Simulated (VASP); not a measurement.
# HfC5 (Immm) in VASP: a series of runs

The runs below take HfC5 through single point, relaxation of cell and atoms, with PBE.

Everything below comes from runs of VASP 6.6.1. Logs are shortened: lines on timing, memory, paths and dates and some standing lists are left out, and cuts for length are marked.

## (1) The cell of the first run

The structure is orthorhombic, space group Immm (No. 71). Conventional cell: a = 4.408 Å, b = 5.818 Å, c = 6.400 Å, α = 90.00°, β = 90.00°, γ = 90.00°. Within 2.9 Å of Hf (site symmetry mmm) lie 8 C at 2.20 to 2.57 Å. C (site symmetry m2m) has 1 C at 1.32 Å within 1.8 Å. C (site symmetry mm2) has 1 C at 1.33 Å within 1.8 Å. Within 1.8 Å of C (site symmetry mmm) lie 2 C at 1.33 Å.

The cell was generated, and may not be a known phase.

## (2) Single point, PBE

INCAR reads:

```
  ALGO = Normal
  EDIFF = 1E-6
  ENCUT = 520
  GGA = PE
  ISIF = 2
  ISMEAR = 0
  LASPH = True
  LCHARG = True
  LELF = True
  LREAL = False
  LVHAR = True
  LWAVE = False
  NBANDS = 24
  NELM = 100
  PREC = Accurate
  SIGMA = 0.1
```

KPOINTS reads:

```
k-points
0
Gamma
  4 4 4
```

POSCAR reads:

```
HfC5
1.0
   -2.9088871375      2.2039236204      3.1997715136
    2.9088871375     -2.2039236204      3.1997715136
    2.9088871375      2.2039236204     -3.1997715136
Hf C
1 5
Direct
    0.5000000000      0.5000000000      0.0000000000
    0.5000000000      0.8868171126      0.3868171126
    0.5000000000      0.1131828874      0.6131828874
    0.7925373269      0.2925373269      0.5000000000
    0.2074626731      0.7074626731      0.5000000000
    0.0000000000      0.5000000000      0.5000000000
```

Potentials or basis: VASP PAW PBE potentials, release 64 (Hf_pv, C).

Run with:

```
> cat potpaw_PBE.64/Hf_pv/POTCAR potpaw_PBE.64/C/POTCAR > POTCAR
> mpirun -np 1 vasp_std > vasp.out
```

OUTCAR:

```text
EDIFF = 1E-6
   ENCUT = 520
   GGA = PE
   ISIF = 2
   ISMEAR = 0
   LASPH = True
   LREAL = False
   NELM = 100
   PREC = Accurate

 ion  position               nearest neighbor table
   1  0.500  0.500  0.000-   6 2.20   6 2.20   2 2.25   3 2.25   4 2.57   5 2.57   4 2.57   5 2.57

   2  0.500  0.887  0.387-   3 1.32   5 1.98   4 1.98   1 2.25
   3  0.500  0.113  0.613-   2 1.32   4 1.98   5 1.98   1 2.25
   4  0.793  0.293  0.500-   6 1.33   3 1.98   2 1.98   1 2.57   1 2.57
   5  0.207  0.707  0.500-   6 1.33   2 1.98   3 1.98   1 2.57   1 2.57
   6  0.000  0.500  0.500-   4 1.33   5 1.33   1 2.20   1 2.20

  LATTYP: Found a body centered orthorhombic cell.
 ALAT       =     4.4078472408
 B/A-ratio  =     1.3198674902
 C/A-ratio  =     1.4518522711

  Lattice vectors:

 A1 = (   2.9088871375,   2.2039236204,   3.1997715136)
 A2 = (  -2.9088871375,  -2.2039236204,   3.1997715136)
 A3 = (   2.9088871375,  -2.2039236204,  -3.1997715136)

Analysis of symmetry for initial positions (statically):
=====================================================================
 Subroutine PRICEL returns:
 Original cell was already a primitive cell.

 Routine SETGRP: Setting up the symmetry group for a
 body centered orthorhombic supercell.

 Subroutine GETGRP returns: Found  8 space group operations
 (whereof  8 operations were pure point group operations)
 out of a pool of  8 trial point group operations.

The static configuration has the point symmetry D_2h.

Analysis of symmetry for dynamics (positions and initial velocities):
=====================================================================
 Subroutine PRICEL returns:
 Original cell was already a primitive cell.

 Routine SETGRP: Setting up the symmetry group for a
 body centered orthorhombic supercell.

 Subroutine GETGRP returns: Found  8 space group operations
 (whereof  8 operations were pure point group operations)
 out of a pool of  8 trial point group operations.

The dynamic configuration has the point symmetry D_2h.

 Subroutine INISYM returns: Found  8 space group operations
 (whereof  8 operations are pure point group operations),
 and found     1 'primitive' translations

----------------------------------------------------------------------------------------

                                     Primitive cell

  volume of cell :      82.0545

  direct lattice vectors                    reciprocal lattice vectors
    -2.908887137  2.203923620  3.199771514     0.000000000  0.226868116  0.156261157
     2.908887137 -2.203923620  3.199771514     0.171887040  0.000000000  0.156261157
     2.908887137  2.203923620 -3.199771514     0.171887040  0.226868116  0.000000000

  length of vectors
     4.853600874  4.853600874  4.853600874     0.275475392  0.232298738  0.284630105

  position of ions in fractional coordinates (direct lattice)
     0.500000000  0.500000000  0.000000000
     0.500000000  0.886817113  0.386817113
     0.500000000  0.113182887  0.613182887
     0.792537327  0.292537327  0.500000000
     0.207462673  0.707462673  0.500000000
     0.000000000  0.500000000  0.500000000

  ion indices of the primitive-cell ions
   primitive index   ion index
                 1           1
                 2           2
                 3           3
                 4           4
                 5           5
                 6           6

----------------------------------------------------------------------------------------

 KPOINTS: k-points

Automatic generation of k-mesh.
 Grid dimensions read from file:
 generate k-points for:    4    4    4

 Generating k-lattice:

  Cartesian coordinates                     Fractional coordinates (reciprocal lattice)
     0.000000000  0.056717029  0.039065289     0.250000000  0.000000000  0.000000000
     0.042971760  0.000000000  0.039065289     0.000000000  0.250000000  0.000000000
     0.042971760  0.056717029  0.000000000     0.000000000  0.000000000  0.250000000

  Length of vectors
     0.068868848  0.058074685  0.071157526

  Shift w.r.t. Gamma in fractional coordinates (k-lattice)
     0.000000000  0.000000000  0.000000000

 Subroutine IBZKPT returns following result:
 ===========================================

 Found     18 irreducible k-points:

 Following reciprocal coordinates:
            Coordinates               Weight
  0.000000  0.000000  0.000000      1.000000
  0.250000  0.000000  0.000000      4.000000
  0.500000  0.000000  0.000000      2.000000
  0.000000  0.250000  0.000000      4.000000
  0.250000  0.250000  0.000000      8.000000
  0.500000  0.250000  0.000000      8.000000
[... 10 lines left out ...]
 -0.250000 -0.250000  0.250000      2.000000
  0.500000  0.500000  0.500000      1.000000
   k-points           NKPTS =     18   k-points in BZ     NKDIM =     18   number of bands    NBANDS=     24
   number of dos      NEDOS =    301   number of ions     NIONS =      6
   total plane-waves  NPLWV =  46656
   dimension x,y,z NGX =    36 NGY =   36 NGZ =   36
   dimension x,y,z NGXF=    72 NGYF=   72 NGZF=   72
   ions per type =               1   5
   NGX,Y,Z   is equivalent  to a cutoff of  12.33, 12.33, 12.33 a.u.
   NGXF,Y,Z  is equivalent  to a cutoff of  24.66, 24.66, 24.66 a.u.
 SYSTEM =  unknown system
   PREC   = accura    normal or accurate (medium, high low for compatibility)
   ISTART =      0    job   : 0-new  1-cont  2-samecut
   ICHARG =      2    charge: 1-file 2-atom 10-const
   ISPIN  =      1    spin polarized calculation?
   LNONCOLLINEAR =      F non collinear calculations
   LSORBIT =      F    spin-orbit coupling
   LASPH  =      T    aspherical Exc in radial PAW
   ENCUT  =  520.0 eV  38.22 Ry    6.18 a.u.   9.02  9.02  9.02*2*pi/ulx,y,z
   NELM   =    100;   NELMIN=  2; NELMDL= -5     # of ELM steps
   EDIFF  = 0.1E-05   stopping-criterion for ELM
   LREAL  =      F    real-space projection
   EDIFFG = 0.1E-04   stopping-criterion for IOM
   NSW    =      0    number of steps for IOM
   IBRION =     -1    ionic relax: 0-MD 1-quasi-New 2-CG
   NFREE  =      0    steps in history (QN), initial steepest desc. (CG)
   ISIF   =      2    stress and relaxation
   ISYM   =      2    0-nonsym 1-usesym 2-fastsym
   POTIM  = 0.5000    time-step for ionic-motion
   TEBEG  =    0.0;   TEEND  =   0.0 temperature during run
   PSTRESS=    0.0 pullay stress
   NELECT =      30.0000    total number of electrons
   NUPDOWN=      -1.0000    fix difference up-down
   EMIN   =  10.00;   EMAX   =-10.00  energy-range for DOS
   EFERMI =   0.00;   METHOD = LEGACY
   ISMEAR =     0;   SIGMA  =   0.10  broadening in eV -4-tet -1-fermi 0-gaus
   EFERMI_NEDOS =   21; number of points for ismear=-14 and -15
   IALGO  =     38    algorithm
   IMIX   =      4    mixing-type and parameters
     AMIX     =   0.40;   BMIX     =  1.00
     AMIX_MAG =   1.60;   BMIX_MAG =  1.00
  volume/ion in A,a.u.               =      13.68        92.29
  Fermi-wavevector in a.u.,A,eV,Ry     =   1.170616  2.212143 18.644633  1.370342
  Thomas-Fermi vector in A             =   2.307072
   LORBIT       =      0    0 simple, 1 ext, 2 COOP (PROOUT), +10 PAW based schemes
   GGA     = PE    functional components
   LHFCALC =     F    Hartree Fock is set to
   AEXX    =    0.0000 exact exchange contribution
   IVDW    =     0    specifies the selected vdW correction
   LEPSILON=     F    determine dielectric tensor
   LRPA    =     F    only Hartree local field effects (RPA)
 non-spin polarized calculation
 Gauss-broadening in eV      SIGMA  =   0.10
  energy-cutoff  :      520.00
  volume of cell :       82.05
 maximum number of plane-waves:      2224
   NGX = 19   NGY = 19   NGZ = 19

 number of electron      29.9999998 magnetization

 Free energy of the ion-electron system (eV)
  ---------------------------------------------------
  ext. energy  EPLUGINS =         0.00000000
  ---------------------------------------------------
  free energy    TOTEN  =       -46.83323014 eV

  energy without entropy =      -46.83001110  energy(sigma->0) =      -46.83162062

 E-fermi :   2.9233     XC(G=0):  -9.6343

 val. band max:        2.7544473260   @ k =   0.5000   0.0000   0.0000
 cond. band min:       2.9596896754   @ k =   0.5000   0.0000   0.0000
 fundamental gap:      0.2052423494
 Fermi energy:         2.9232511167

 k-point     1 :       0.0000    0.0000    0.0000
  band No.  band energies     occupation
      1     -28.7997      2.00000
      2     -28.7772      2.00000
      3     -28.5688      2.00000
      4     -13.7528      2.00000
      5     -11.8240      2.00000
      6      -9.6722      2.00000
[... 16 lines left out ...]
     23       9.0061      0.00000
     24       9.4025      0.00000

 k-point     2 :       0.2500    0.0000    0.0000
  band No.  band energies     occupation
      1     -28.8194      2.00000
      2     -28.7765      2.00000
      3     -28.5687      2.00000
      4     -13.3344      2.00000
      5     -12.0309      2.00000
      6      -9.5063      2.00000
[... 16 lines left out ...]
     23       8.9134      0.00000
     24       9.7858      0.00000

 k-point     3 :       0.5000    0.0000    0.0000
  band No.  band energies     occupation
      1     -28.8390      2.00000
      2     -28.7758      2.00000
      3     -28.5687      2.00000
      4     -12.6680      2.00000
      5     -12.4220      2.00000
      6      -9.3440      2.00000
[... 16 lines left out ...]
     23       9.0311      0.00000
     24       9.5552      0.00000
[... 352 lines left out ...]
 k-point    17 :      -0.2500   -0.2500    0.2500
  band No.  band energies     occupation
      1     -28.8006      2.00000
      2     -28.7797      2.00000
      3     -28.5707      2.00000
      4     -13.4339      2.00000
      5     -12.3881      2.00000
      6      -9.1558      2.00000
[... 16 lines left out ...]
     23       7.9857      0.00000
     24       8.8913      0.00000

 k-point    18 :       0.5000    0.5000    0.5000
  band No.  band energies     occupation
      1     -28.8016      2.00000
      2     -28.7821      2.00000
      3     -28.5727      2.00000
      4     -13.4365      2.00000
      5     -12.0236      2.00000
      6      -9.9187      2.00000
[... 16 lines left out ...]
     23       8.6993      0.00000
     24       8.8011      0.00000

------------------------ aborting loop because EDIFF is reached ----------------------------------------

  FORCE on cell =-STRESS in cart. coord.  units (eV):
  Direction    XX          YY          ZZ          XY          YZ          ZX
  --------------------------------------------------------------------------------------
  -------------------------------------------------------------------------------------
  Total       -0.1415171     -0.3420897      0.0204230     -0.0000000      0.0000000      0.0000000
  in kB       -2.7632299     -6.6795657      0.3987755     -0.0000000      0.0000000      0.0000000
  external PRESSURE =      -3.0146734 kB  Pullay stress =       0.0000000 kB

 VOLUME and BASIS-vectors are now :
 -----------------------------------------------------------------------------
  energy-cutoff  :      520.00
  volume of cell :       82.05
      direct lattice vectors                 reciprocal lattice vectors
    -2.908887137  2.203923620  3.199771514     0.000000000  0.226868116  0.156261157
     2.908887137 -2.203923620  3.199771514     0.171887040  0.000000000  0.156261157
     2.908887137  2.203923620 -3.199771514     0.171887040  0.226868116  0.000000000

 POSITION                                       TOTAL-FORCE (eV/Angst)
 -----------------------------------------------------------------------------------
      0.00000      0.00000      3.19977        -0.000000     -0.000000     -0.000000
      2.25041     -0.00000      3.19977        -0.118454     -0.000000     -0.000000
      0.65847      2.20392      0.00000         0.118454     -0.000000     -0.000000
      0.00000      2.20392      1.87211        -0.000000     -0.000000     -0.014608
      2.90889      0.00000      1.32767        -0.000000      0.000000      0.014608
      2.90889      0.00000      0.00000        -0.000000     -0.000000     -0.000000
 -----------------------------------------------------------------------------------
    total drift:                                0.000000      0.000000     -0.000000

  FREE ENERGIE OF THE ION-ELECTRON SYSTEM (eV)
  ---------------------------------------------------
  free  energy   TOTEN  =       -46.8332301440 eV

  energy  without entropy=      -46.8300111042  energy(sigma->0) =      -46.83162062
```

It took 29 s on 1 thread of AMD EPYC 9R45 (Zen 5), shared host; peak memory 0.18 GiB.

What came out:

| Quantity | Value |
| --- | --- |
| Free energy | -46.8332 eV |
| Pressure | -0.3 GPa |
| Largest force | 0.118 eV/Å |
| Band gap on the k mesh | zero (bands 15 and 16 overlap by 0.21 eV) |

Forces in eV/Å, atoms in the order of the input:
```
Hf   0.000  0.000  0.000
C   -0.118  0.000  0.000
C    0.118  0.000  0.000
C    0.000  0.000 -0.015
C    0.000  0.000  0.015
C    0.000  0.000  0.000
```

Caveat: the k points lie up to 0.43 Å⁻¹ apart; spin-orbit coupling is left out, which moves the levels of the heavy elements.

[end of part 1 of 3]

The gap in the log of VASP goes by the Fermi energy; the results here count the filled bands.